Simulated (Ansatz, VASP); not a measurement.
## One calculation of AlN, two programs

Contents of POSCAR:

```
AlN
1.0
    0.0000000000      2.1849006282      2.1849006282
    2.1849006282      0.0000000000      2.1849006282
    2.1849006282      2.1849006282      0.0000000000
Al N
1 1
Direct
    0.0000000000      0.0000000000      0.0000000000
    0.6784864501      0.8215135499      0.8215135499
```

File INCAR.step1:

```
SYSTEM = AlN
ALGO     = Normal         ! electronic algorithm
EDIFF    = 1E-4           ! SCF threshold, eV
ENCUT    = 520            ! plane-wave cutoff, eV
GGA      = PE             ! functional
ISMEAR   = 0              ! smearing method
LASPH    = .TRUE.         ! aspherical terms in the spheres
LCHARG   = .FALSE.        ! write CHGCAR
LREAL    = .FALSE.        ! projectors in reciprocal space
LWAVE    = .TRUE.         ! write WAVECAR
NBANDS   = 11             ! bands
NELM     = 100            ! most SCF steps
PREC     = Accurate       ! precision mode
SIGMA    = 0.05           ! smearing width, eV
```

Contents of INCAR.step2:

```
SYSTEM = AlN
ALGO     = Normal         ! electronic algorithm
EDIFF    = 1E-6           ! SCF threshold, eV
ENCUT    = 520            ! plane-wave cutoff, eV
ISIF     = 2              ! what is computed and relaxed
ISMEAR   = 0              ! smearing method
ISTART   = 1            
LASPH    = .TRUE.         ! aspherical terms in the spheres
LCHARG   = .FALSE.        ! write CHGCAR
LMIXTAU  = .TRUE.       
LREAL    = .FALSE.        ! projectors in reciprocal space
LWAVE    = .FALSE.        ! write WAVECAR
METAGGA  = R2SCAN         ! meta-GGA
NBANDS   = 11             ! bands
NELM     = 100            ! most SCF steps
PREC     = Accurate       ! precision mode
SIGMA    = 0.05           ! smearing width, eV
```

The input KPOINTS:

```
k-points
0
G
  10 10 10
  0 0 0
```

Input for Ansatz:

```yaml
crystal:
  lattice:
    - [0.0, 2.1849006282, 2.1849006282]
    - [2.1849006282, 0.0, 2.1849006282]
    - [2.1849006282, 2.1849006282, 0.0]
  atoms:
    - { symbol: Al, position: [0.0, 0.0, 0.0] }
    - { symbol: "N", position: [0.6784864501, 0.8215135499, 0.8215135499] }
basis:
  ecutwfc: 500
kpoints:
  mp_grid: { grid: [10, 10, 10] }
hamiltonian:
  xc: r2scan
scf:
  occupations: { method: gaussian, width: 0.05 }
output:
  forces: true
  stress: true
  eigenvalues: true
```

Change from the starting cell: all N atoms moved +0.312 Å, as atom 2 along Cartesian [1 0 0].

Alike in both runs: task single point; functional r2SCAN; k mesh 10 × 10 × 10; occupations gaussian, width 0.05 eV; no spin polarisation.

|  | VASP | Ansatz |
| --- | --- | --- |
| version | VASP 6.6.1 | Ansatz 0.2.0 |
| potentials or method | VASP PAW PBE potentials, release 64 (Al, N), cutoff 520 eV | scalar-relativistic, plane waves, PAW |
| valence electrons in the cell | 8 | 8 |

Ansatz gave:

* gap on the k mesh at the Fermi level (eV): 3.17
* least direct gap on the mesh (eV): 3.93
* pressure (GPa): 11.7
* traceless stress, the component that is largest in VASP (GPa): 23.51
* rms of the force components (eV/Å): 2.431

**Question.** Which values does VASP return?

**Answer.** gap on the k mesh at the Fermi level (eV): 3.16; least direct gap on the mesh (eV): 3.96; pressure (GPa): 11.6; traceless stress, the component that is largest in VASP (GPa): 24.11; rms of the force components (eV/Å): 2.466.

VASP's potentials were made for PBE, not for r2SCAN. Atom by atom the forces differ by 0.035 eV/Å (rms over components).
